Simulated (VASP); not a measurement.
Runs of VASP 6.6.1 on Cu. The structure is that of space group Fm-3m (No. 225), or close to it. The cells are those of the table. 

```tsv
task	level	cell	cutoff (eV)	gap on the mesh (eV)	pressure (GPa)
single point	PBE	a = 2.617 Å, angles 60.0°, 1 atom	520	none	-6.4
single point	r2SCAN	a = 2.567 Å, angles 60.0°, 1 atom	520	none	-5.8
single point	PBE	a = 2.592 Å, angles 60.0°, 1 atom	520	none	(a)
single point	PBE	a = 2.649 Å, angles 60.0°, 1 atom	520	none	-9.9
single point	PBE	a = 2.541 Å, angles 60.0°, 1 atom	520	none	5.2
single point	PBE	a = 2.556 Å, angles 60.0°, 1 atom	520	none	(b)
relaxation of cell and atoms	PBE	relaxed from a = 2.556 Å, angles 60.0°, 1 atom	600	none	0.0
single point	PBE	a = 2.567 Å, angles 60.0°, 1 atom	520	none	0.6
```

Alike in all rows: potentials or basis VASP PAW PBE potentials, release 64 (Cu); no spin polarisation; k mesh 20 × 20 × 20; smearing gaussian 0.1 eV.

Q: Fill in the values left out.

A: (a) -3.3; (b) 2.3.

Caveats: the PAW data sets were made with another functional, which shifts forces and pressure a little (some runs).

A gap of «none» marks levels without a gap at the run's occupations.
